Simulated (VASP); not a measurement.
# PbS (Amm2) in VASP: notebook, part 2 of 2

VASP 6.6.1. The steps go on from the part before.

## (3) Single point, PBE

This run uses another cell than the first one, of 27.40 Å³/atom, 1.012 times its volume.

Contents of INCAR:

```
  PREC = Accurate
  ENCUT = 520
  EDIFF = 1E-6
  ISMEAR = 0
  SIGMA = 0.1
  LREAL = False
  LASPH = True
  NELM = 80
  ALGO = Normal
  ISIF = 2
  LWAVE = False
  LCHARG = True
  GGA = PE
  LELF = True
  LVHAR = True
  NBANDS = 17
```

Contents of KPOINTS:

```
Automatic mesh
0
Gamma
  14 16 16
```

Contents of POSCAR:

```
PbS
1.0
    3.7896142470      0.0000000000      0.0000000000
    0.0000000000      2.0453482469      3.5348138486
    0.0000000000     -2.0453482469      3.5348138486
Pb S
1 1
Direct
    0.0000000000      0.3621481289      0.3621481289
    0.5000000000      0.0288564811      0.0288564811
```

Potentials or basis: VASP PAW PBE potentials, release 64 (Pb_d, S).

Run with:

```console
$ cat potpaw_PBE.64/Pb_d/POTCAR potpaw_PBE.64/S/POTCAR > POTCAR
$ mpirun -np 1 vasp_std > vasp.out
```

OUTCAR:

```text
PREC = Accurate
   ENCUT = 520
   EDIFF = 1E-6
   ISMEAR = 0
   LREAL = False
   LASPH = True
   NELM = 80
   ISIF = 2
   GGA = PE

 ion  position               nearest neighbor table
   1  0.000  0.362  0.362-   2 3.02   2 3.02   2 3.03   2 3.03   2 3.03   2 3.03
   2  0.500  0.029  0.029-   1 3.02   1 3.02   1 3.03   1 3.03   1 3.03   1 3.03

  LATTYP: Found a base centered orthorhombic cell.
 ALAT       =     4.0906964938
 B/A-ratio  =     1.7282210274
 C/A-ratio  =     0.9263982925

  Lattice vectors:

 A1 = (   0.0000000000,   2.0453482469,  -3.5348138486)
 A2 = (   0.0000000000,   2.0453482469,   3.5348138486)
 A3 = (   3.7896142470,   0.0000000000,   0.0000000000)

Analysis of symmetry for initial positions (statically):
=====================================================================
 Subroutine PRICEL returns:
 Original cell was already a primitive cell.

 Routine SETGRP: Setting up the symmetry group for a
 base centered orthorhombic supercell.

 Subroutine GETGRP returns: Found  4 space group operations
 (whereof  4 operations were pure point group operations)
 out of a pool of  8 trial point group operations.
[... 157 lines left out ...]
  ext. energy  EPLUGINS =         0.00000000
  ---------------------------------------------------
  free energy    TOTEN  =        -8.52436683 eV

  energy without entropy =       -8.52355086  energy(sigma->0) =       -8.52395884

 E-fermi :   5.1140     XC(G=0):  -9.4447

 val. band max:        5.1082124791   @ k =   0.0000  -0.3750   0.2500
 cond. band min:       5.1647865697   @ k =   0.5000  -0.4375   0.3125
 fundamental gap:      0.0565740907
 Fermi energy:         5.1140147294

 k-point     1 :       0.0000    0.0000    0.0000
  band No.  band energies     occupation
      1     -11.6973      2.00000
      2     -11.6790      2.00000
      3     -11.6782      2.00000
      4     -11.5767      2.00000
      5     -11.5765      2.00000
      6      -7.9619      2.00000
[... 457 lines left out ...]
      4     -11.6236      2.00000
      5     -11.5739      2.00000
      6      -6.7731      2.00000
[... 9 lines left out ...]
     16      13.7816      0.00000
     17      14.6248      0.00000

 [... further k-points ...]
[... 5 lines left out ...]
  --------------------------------------------------------------------------------------
  -------------------------------------------------------------------------------------
  Total       -0.0204916     -0.0235949     -0.0138032      0.0000000      0.0000000      0.0000000
  in kB       -0.5991402     -0.6898728     -0.4035826      0.0000000      0.0000000      0.0000000
  external PRESSURE =      -0.5641986 kB  Pullay stress =       0.0000000 kB

 VOLUME and BASIS-vectors are now :
 -----------------------------------------------------------------------------
  energy-cutoff  :      520.00
  volume of cell :       54.80
      direct lattice vectors                 reciprocal lattice vectors
     3.789614247  0.000000000  0.000000000     0.263879101  0.000000000  0.000000000
     0.000000000  2.045348247  3.534813849     0.000000000  0.244457148  0.141450164
     0.000000000 -2.045348247  3.534813849     0.000000000 -0.244457148  0.141450164

 POSITION                                       TOTAL-FORCE (eV/Angst)
 -----------------------------------------------------------------------------------
      0.00000      0.00000      2.56025         0.000000      0.000000      0.000405
      1.89481      0.00000      0.20400         0.000000      0.000000     -0.000405
 -----------------------------------------------------------------------------------
    total drift:                               -0.000000     -0.000000     -0.000005

  FREE ENERGIE OF THE ION-ELECTRON SYSTEM (eV)
  ---------------------------------------------------
  free  energy   TOTEN  =        -8.5243668255 eV

  energy  without entropy=       -8.5235508580  energy(sigma->0) =       -8.52395884
```

OSZICAR:

```text
N       E                     dE             d eps       ncg     rms          rms(c)
DAV:   1     0.162286398532E+03    0.16229E+03   -0.98940E+03 19888   0.125E+03
DAV:   2     0.396933226285E+01   -0.15832E+03   -0.15222E+03 21036   0.314E+02
DAV:   3    -0.882066487956E+01   -0.12790E+02   -0.12607E+02 25691   0.937E+01
DAV:   4    -0.913590693659E+01   -0.31524E+00   -0.31492E+00 25535   0.164E+01
DAV:   5    -0.914682418943E+01   -0.10917E-01   -0.10916E-01 29065   0.306E+00    0.447E+00
DAV:   6    -0.852982807745E+01    0.61700E+00   -0.17149E+00 30988   0.871E+00    0.322E+00
DAV:   7    -0.852452148154E+01    0.53066E-02   -0.15651E-01 23801   0.199E+00    0.183E+00
DAV:   8    -0.852472256564E+01   -0.20108E-03   -0.19859E-02 24284   0.140E+00    0.240E-01
DAV:   9    -0.852411956497E+01    0.60300E-03   -0.55766E-03 32162   0.540E-01    0.125E-01
DAV:  10    -0.852435087392E+01   -0.23131E-03   -0.59079E-04 22775   0.136E-01    0.742E-02
DAV:  11    -0.852436516610E+01   -0.14292E-04   -0.66685E-05 27820   0.772E-02    0.142E-02
DAV:  12    -0.852436686818E+01   -0.17021E-05   -0.65514E-06 25693   0.319E-02    0.308E-03
DAV:  13    -0.852436682552E+01    0.42664E-07   -0.68629E-07 18337   0.585E-03
   1 F= -.85243668E+01 E0= -.85239588E+01  d E =-.815967E-03
```

Wall time 5.6 min (1 thread of Intel Xeon Platinum 8488C (Sapphire Rapids), shared host); peak memory 0.58 GiB.

What came out:

```yaml
Free_energy: -8.5244 eV
Pressure: -0.1 GPa
Band_gap_on_the_k_mesh: zero (band 10 reaches 5.27 eV, above the bottom of band 11 at 4.91 eV)
```

Caveat: spin-orbit coupling is left out, which moves the levels of the heavy elements.
